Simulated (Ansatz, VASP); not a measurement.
**Hf5H in VASP and in Ansatz**

```
Hf H
1.0
     4.95641    0.00000    0.00000
    -2.47821    4.29238    0.00000
     0.00000    0.00000   21.13284
Hf H
5 1
Cartesian
  2.4782 1.4308 4.0000
  0.0000 2.8616 5.0117
  0.0000 0.0000 5.8398
  2.4782 1.4308 6.6870
  0.0000 2.8616 7.8328
  0.8261 3.3385 10.3328
```

Alike in both runs: task single point; functional PBE; dispersion D3(BJ); k mesh 6 × 6 × 1; occupations gaussian, width 0.1 eV; no spin polarisation.

```csv
,VASP,Ansatz
version,VASP 6.6.1,Ansatz 0.2.0
potentials or method,"VASP PAW PBE potentials, release 64 (Hf_pv, H), cutoff 520 eV","scalar-relativistic, plane waves, PAW"
valence electrons in the cell,51,131
```

Ansatz gave:

```
gap on the k mesh at the Fermi level (eV)  : none
rms of the force components (eV/Å)         : 0.745
work function, face that differs most (eV) : 3.34
```

Q: What did VASP give for the same quantities?

A: gap on the k mesh at the Fermi level (eV): none; rms of the force components (eV/Å): 0.732; work function, face that differs most (eV): 3.34.

Atom by atom the forces differ by 0.033 eV/Å (rms over components). A gap of «none» marks a metal or a gap that the smearing closes. VASP's potentials hold 51 valence electrons a cell and Ansatz's 131, so a difference there can come from the potentials and not from the codes.

Spin-orbit coupling is off throughout.
